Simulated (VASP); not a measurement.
Input of a VASP 6.6.1 run:

File INCAR:

```
PREC = Accurate
ENCUT = 600
EDIFF = 1E-7
ISMEAR = 0
SIGMA = 0.1
LREAL = False
LASPH = True
NELM = 120
ALGO = Normal
ISIF = 4
LWAVE = False
LCHARG = False
GGA = PE
IBRION = 2
NSW = 50
EDIFFG = -0.01
GGA_COMPAT = False
NELMIN = 4
```

The input KPOINTS:

```
regular mesh
0
Gamma
  12 12 8
```

POSCAR

```
CaF
1.0
    3.9783065461      0.0000000000      0.0000000000
    0.0000000000      3.9783065461      0.0000000000
    0.0000000000      0.0000000000      5.7584552547
Ca F
2 2
Direct
    0.5000000000      0.0000000000      0.7732765595
    0.0000000000      0.5000000000      0.2267234405
    0.0000000000      0.0000000000      0.0000000000
    0.5000000000      0.5000000000      0.0000000000
```

Potentials or basis: VASP PAW PBE potentials, release 64 (Ca_sv, F).

Run with:

```sh
$ cat potpaw_PBE.64/Ca_sv/POTCAR potpaw_PBE.64/F/POTCAR > POTCAR
$ mpirun -np 1 vasp_std > vasp.out
```

Question: Estimate the band gap on the k mesh.

Answer: Zero (bands 17 and 18 overlap by 1.30 eV).

The path:
| step | energy change (eV) | largest force (eV/Å) | pressure (GPa) | volume (Å³) |
| --- | --- | --- | --- | --- |
| 1 | 0.0000 | 0.0881 | -1.20 | 91.14 |
| 2 | -0.0006 | 0.0502 | -1.13 | 91.14 |
| 3 | -0.0009 | 0.0003 | -1.03 | 91.14 |
